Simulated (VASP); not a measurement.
Set up this calculation in VASP 6.6.1, as the native input.

```yaml
Task: relaxation of cell and atoms
Functional: PBE
Potentials_or_basis: VASP PAW PBE potentials, release 64 (Sc_sv, Si, N)
Cutoff: 600 eV
k_mesh: 12 × 12 × 4
Occupations: gaussian, width 0.1 eV
Spin: no spin polarisation
Dipole_correction: no
Further_INCAR_settings: ALGO = Normal; EDIFF = 1e-06; IBRION = 2; EDIFFG = -0.01; NSW = 100; ISIF = 3
```

The structure of Sc4SiN lies in POSCAR:

```
Sc4SiN
1.0
    2.9462653810      0.0000000000      0.0000000000
    0.0000000000      2.9462653810      0.0000000000
    0.0000000000      0.0000000000     11.8419523912
Sc Si N
4 1 1
Direct
    0.5000000000      0.5000000000      0.1085684304
    0.0000000000      0.0000000000      0.6574265958
    0.0000000000      0.0000000000      0.3425734042
    0.5000000000      0.5000000000      0.8914315696
    0.5000000000      0.5000000000      0.5000000000
    0.0000000000      0.0000000000      0.0000000000
```

The cell was built from a structure type or drawn by symmetry, and may not be a known phase.

These files were run (other wordings do the same):

INCAR

```
SYSTEM = Sc4SiN
PREC = Accurate ; ENCUT = 600
EDIFF = 1E-6 ; ISMEAR = 0
SIGMA = 0.1 ; LREAL = .FALSE.
LASPH = .TRUE. ; NELM = 60
ALGO = Normal ; ISIF = 3
LWAVE = .FALSE. ; LCHARG = .FALSE.
GGA = PE ; IBRION = 2
NSW = 100 ; EDIFFG = -0.01
```

KPOINTS

```
Automatic mesh
0
G
  12 12 4
  0 0 0
```

Potentials or basis: VASP PAW PBE potentials, release 64 (Sc_sv, Si, N).

Command:

```console
$ cat potpaw_PBE.64/Sc_sv/POTCAR potpaw_PBE.64/Si/POTCAR potpaw_PBE.64/N/POTCAR > POTCAR
$ mpirun -np 1 vasp_std > vasp.out
```

Results of the run:

- Relaxed volume: 17.18 Å³/atom
- Relaxed cell: a = 2.953 Å, b = 2.953 Å, c = 11.820 Å, α = 90.00°, β = 90.00°, γ = 90.00°
- Space group after relaxing (to 0.1 Å): P4/mmm (No. 123)
- Energy gained by relaxing: 0.6 meV/atom
- Ionic steps: 9
- Pressure after relaxing: 0.0 GPa
- Band gap on the k mesh: zero (an odd number of electrons rules out a gap without spin polarisation)

Wall time 14 min on 1 thread of Intel(R) Xeon(R) Platinum 8559C (Emerald Rapids), with other jobs on the host, peak memory 0.43 GiB.
